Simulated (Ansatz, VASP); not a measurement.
# One calculation of H5CF, two programs

```xyz
28
Lattice="7.9602 0.0000 0.0000 0.0000 7.9602 0.0000 0.0000 0.0000 7.9602" Properties=species:S:1:pos:R:3 pbc="T T T"
F     8.1825    0.7734    0.6352
F     4.9331    4.6553    5.4249
F     6.7885    6.3218    4.7245
F     1.2439    5.7217    5.3654
H     7.3315    0.8127    0.2332
H     5.5849    5.2921    5.1417
H     7.6818    6.0459    4.9720
H     1.5044    4.9289    5.8313
H     2.0884    3.8712    7.8797
H     2.2876    2.2446    7.1625
H     2.8272    3.6756    6.2511
H     1.0458    3.3127    6.5230
H     5.0571    1.9147    2.9520
H     4.3513    0.3452    3.4426
H     3.4705    1.3965    2.2950
H     3.6212    1.8784    4.0103
H     6.3527    0.6473    6.5640
H     4.5916    0.6743    6.7199
H     5.4858    2.2111    6.4647
H     5.5529    1.3666    8.0416
H     4.8777    5.2540    1.9037
H     4.3140    6.6958    1.0079
H     5.4249    5.5338    0.2206
H     6.0177    6.5841    1.5549
C     2.0641    3.2960    6.9480
C     4.1249    1.3824    3.1736
C     5.5058    1.2303    6.9519
C     5.1608    6.0169    1.1698
```

Alike in both runs: functional PBE; dispersion D3(BJ); k mesh 1 × 1 × 1; occupations fermi-dirac, width 0.05 eV; no spin polarisation.

Ansatz relaxed the structure, and its values are those at the end. VASP's run is a single point on that final structure, the one shown.

|  | VASP | Ansatz |
| --- | --- | --- |
| version | VASP 6.6.1 | Ansatz 0.2.0 |
| potentials or method | VASP PAW PBE potentials, release 64 (F, H, C), cutoff 520 eV | scalar-relativistic, plane waves, PAW |
| valence electrons in the cell | 64 | 64 |

|  | VASP | Ansatz | Ansatz less VASP |
| --- | --- | --- | --- |
| rms of the force components (eV/Å) | 0.054 | 0.055 | +0.0013 |
